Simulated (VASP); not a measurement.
The system is P.

```
P
1.0
    -3.46863    0.00000    0.00000
     0.00000   -4.24788    0.00000
     1.73432    0.00000    5.22670
P
4
Direct
  0.11000 0.94000 0.22000
  0.61000 0.56000 0.22000
  0.89000 0.06000 0.78000
  0.39000 0.44000 0.78000
```

```yaml
Program: VASP 6.6.1
Task: relaxation of cell and atoms
Functional: r2SCAN
Potentials_or_basis: VASP PAW PBE potentials, release 64 (P)
Cutoff: 600 eV
k_mesh: 6 × 4 × 6
Occupations: fermi-dirac, width 0.1 eV
Spin: no spin polarisation
```

At the start: pressure -8.0 GPa; volume 19.25 Å³/atom.

Task: Where does the relaxation end?

Result: Over 23 steps the energy falls by 147.1 meV/atom and the volume is 20.52 Å³/atom (+6.6 %); space group Cmce (No. 64, to 0.1 Å) before and after.

The path:
```tsv
step	energy change (eV)	largest force (eV/Å)	pressure (GPa)	volume (Å³)
1	0.0000	1.8093	-7.97	77.01
2	-0.2728	0.5560	9.50	66.81
3	-0.4016	0.3978	1.84	70.24
4	-0.4017	0.3637	2.09	70.11
5	-0.4493	0.2512	1.42	71.78
6	-0.4927	0.4880	0.21	75.61
7	-0.5235	0.3341	-0.05	76.73
8	-0.5679	0.1492	-0.64	80.10
9	-0.5836	0.0666	-0.03	80.37
10	-0.5860	0.0248	0.33	80.51
11	-0.5860	0.0230	0.36	80.51
12	-0.5866	0.0424	0.13	80.88
13	-0.5868	0.0734	-0.06	81.20
14	-0.5873	0.0575	-0.13	81.46
15	-0.5877	0.0302	-0.22	81.89
16	-0.5881	0.0183	0.08	81.79
17	-0.5881	0.0199	0.09	81.79
18	-0.5882	0.0082	0.07	81.87
19	-0.5883	0.0112	0.06	81.93
20	-0.5883	0.0087	0.06	81.92
21	-0.5883	0.0134	-0.02	82.03
22	-0.5883	0.0164	-0.05	82.07
23	-0.5884	0.0063	-0.02	82.09
```

Final structure:
```xyz
4
Lattice="-3.3013 0.0000 0.0000 0.0000 -4.5392 0.0000 1.6506 0.0000 5.4782" Properties=species:S:1:pos:R:3 pbc="T T T"
P     0.0000   -4.1365    1.0468
P    -1.6506   -2.6723    1.0468
P    -1.6506   -0.4027    4.4314
P     0.0000   -1.8669    4.4314
```

Caveat: the PAW data sets were made with another functional, which shifts forces and pressure a little.
